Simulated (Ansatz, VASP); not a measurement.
# AlN: VASP beside Ansatz

```xyz
4
Lattice="3.0363 0.0000 0.0000 -1.5182 2.6295 0.0000 0.0000 0.0000 5.0966" Properties=species:S:1:pos:R:3 pbc="T T T"
Al    1.5182    0.8765    2.5650
Al    0.0000    1.7530    5.1133
N     1.5182    0.8765    4.4683
N     0.0000    1.7530    1.9200
```

Alike in both runs: task single point; functional PBE; k mesh 12 × 12 × 6; occupations gaussian, width 0.02 eV; no spin polarisation.

|  | VASP | Ansatz |
| --- | --- | --- |
| version | VASP 6.6.1 | Ansatz 0.2.0 |
| potentials or method | VASP PAW PBE potentials, release 64 (Al, N), cutoff 520 eV | scalar-relativistic, plane waves, PAW |
| valence electrons in the cell | 16 | 16 |

Ansatz gave:

- gap on the k mesh at the Fermi level (eV): 4.41
- least direct gap on the mesh (eV): 4.41
- pressure (GPa): 10.1
- traceless stress, the component that is largest in VASP (GPa): -10.05

Task: Which values does VASP return?

Result: gap on the k mesh at the Fermi level (eV): 4.42; least direct gap on the mesh (eV): 4.42; pressure (GPa): 9.8; traceless stress, the component that is largest in VASP (GPa): -10.11.
